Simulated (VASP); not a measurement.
Here is a VASP 6.6.1 calculation.

File POSCAR:

```
SiC
1.0
    2.9839519217      0.0000000000      0.0000000000
   -1.4919759609      2.5841781679      0.0000000000
    0.0000000000      0.0000000000     19.5097649900
Si C
8 8
Direct
    0.3333333333      0.6666666667      0.2501362905
    0.6666666667      0.3333333333      0.7501362905
    0.3333333333      0.6666666667      0.6249892689
    0.6666666667      0.3333333333      0.1249892689
    0.0000000000      0.0000000000      0.0000839401
    0.0000000000      0.0000000000      0.5000839401
    0.3333333333      0.6666666667      0.8751569223
    0.6666666667      0.3333333333      0.3751569223
    0.3333333333      0.6666666667      0.9689116038
    0.6666666667      0.3333333333      0.4689116038
    0.0000000000      0.0000000000      0.0938616453
    0.0000000000      0.0000000000      0.5938616453
    0.3333333333      0.6666666667      0.3441168858
    0.6666666667      0.3333333333      0.8441168858
    0.3333333333      0.6666666667      0.7187434434
    0.6666666667      0.3333333333      0.2187434434
```

The input INCAR.step1:

```
SYSTEM = SiC
ALGO = Normal ; EDIFF = 1E-4
ENCUT = 520 ; GGA = PE
ISMEAR = 0 ; LASPH = .True.
LCHARG = .False. ; LREAL = Auto
LWAVE = .True. ; NBANDS = 46
NELM = 100 ; PREC = Accurate
SIGMA = 0.02
```

The input INCAR.step2:

```
SYSTEM = SiC
ALGO = Normal ; EDIFF = 1E-6
ENCUT = 520 ; ISIF = 2
ISMEAR = 0 ; ISTART = 1
LASPH = .True. ; LCHARG = .False.
LMIXTAU = .True. ; LREAL = Auto
LWAVE = .False. ; METAGGA = R2SCAN
NBANDS = 46 ; NELM = 100
PREC = Accurate ; SIGMA = 0.02
```

File KPOINTS:

```
k-points
0
Gamma
  12 12 2
  0 0 0
```

Potentials or basis: VASP PAW PBE potentials, release 64 (Si, C).

Command:

```bash
$ cat potpaw_PBE.64/Si/POTCAR potpaw_PBE.64/C/POTCAR > POTCAR
$ cp INCAR.step1 INCAR
$ mpirun -np 1 vasp_std > vasp.out
$ cp INCAR.step2 INCAR
$ mpirun -np 1 vasp_std > vasp.out
```

Problem. Predict the band gap on the k mesh.

Solution. 2.12 eV (least direct gap 3.28 eV).

Problem. What does it give for the pressure?

Solution. 25.5 GPa.

Problem. Predict the largest force.

Solution. 0.010 eV/Å.

Forces on the atoms (eV/Å):
```
Si   0.000  0.000  0.006
Si   0.000  0.000  0.006
Si   0.000  0.000 -0.006
Si   0.000  0.000 -0.006
Si   0.000  0.000  0.000
Si   0.000  0.000  0.000
Si   0.000  0.000  0.006
Si   0.000  0.000  0.006
C    0.000  0.000 -0.002
C    0.000  0.000 -0.002
C    0.000  0.000  0.010
C    0.000  0.000  0.010
C    0.000  0.000 -0.004
C    0.000  0.000 -0.004
C    0.000  0.000 -0.010
C    0.000  0.000 -0.010
```

Caveat: the cell stands under pressure; the PAW data sets were made with another functional, which shifts forces and pressure a little. A k mesh can miss the band edges.
